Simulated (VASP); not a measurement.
Crystal: Be.

```
Be
1.0
     2.28530    0.00000    0.00000
    -1.14265    1.97913    0.00000
     0.00000    0.00000    3.58420
Be
2
Direct
  0.33333 0.66667 0.25000
  0.66667 0.33333 0.75000
```

```yaml
Program: VASP 6.6.1
Task: relaxation of cell and atoms
Functional: PBEsol
Potentials_or_basis: VASP PAW PBE potentials, release 64 (Be)
Cutoff: 600 eV
k_mesh: 24 × 24 × 12
Occupations: gaussian, width 0.1 eV
Spin: no spin polarisation
```

At the start: pressure -3.6 GPa; volume 8.11 Å³/atom.

Task: How do energy, volume and symmetry change on relaxing?

Result: Over 6 steps the energy falls by 2.8 meV/atom and the volume is 7.86 Å³/atom (-3.1 %); space group P6_3/mmc (No. 194, to 0.1 Å) before and after.

Step by step:
```csv
step,energy change (eV),largest force (eV/Å),pressure (GPa),volume (Å³)
1,0.0000,0.0000,-3.55,16.21
2,-0.0055,0.0000,-0.52,15.79
3,-0.0056,0.0000,0.01,15.72
4,-0.0056,0.0000,0.08,15.72
5,-0.0056,0.0000,0.06,15.72
6,-0.0056,0.0000,0.06,15.72
```

Final structure:
```xyz
2
Lattice="2.2590 0.0000 0.0000 -1.1295 1.9564 0.0000 0.0000 0.0000 3.5559" Properties=species:S:1:pos:R:3 pbc="T T T"
Be    0.0000    1.3042    0.8890
Be    1.1295    0.6521    2.6669
```

Caveat: the PAW data sets were made with another functional, which shifts forces and pressure a little.
